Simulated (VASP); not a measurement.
A run of VASP 6.6.1:

Contents of INCAR:

```
PREC = Accurate ; ENCUT = 520
EDIFF = 1E-7 ; ISMEAR = 0
SIGMA = 0.1 ; LREAL = F
LASPH = T ; NELM = 60
ALGO = Normal ; ISIF = 2
LWAVE = F ; LCHARG = T
GGA = PS ; LELF = T
LVHAR = T ; NBANDS = 15
```

Contents of KPOINTS:

```
Automatic mesh
0
Gamma
  12 12 16
```

File POSCAR:

```
Li2Pd
1.0
    4.2220000000      0.0000000000      0.0000000000
   -2.1110000000      3.6563592548      0.0000000000
    0.0000000000      0.0000000000      2.7240000000
Li Pd
2 1
Direct
    0.3333333333      0.6666666667      0.5000000000
    0.6666666667      0.3333333333      0.5000000000
    0.0000000000      0.0000000000      0.0000000000
```

Potentials or basis: VASP PAW PBE potentials, release 64 (Li_sv, Pd).

Command:

```console
$ cat potpaw_PBE.64/Li_sv/POTCAR potpaw_PBE.64/Pd/POTCAR > POTCAR
$ mpirun -np 1 vasp_std > vasp.out
```

Hardware: 1 thread of AMD EPYC 7R43 64-Core Processor (Zen 3) (shared host).

**Question.** Estimate the wall time of this run.

**Answer.** Wall time 110 s on 1 thread of AMD EPYC 7R43 64-Core Processor (Zen 3), with other jobs on the host, peak memory 0.2 GiB. Counts: scf iterations 13, k points 171.
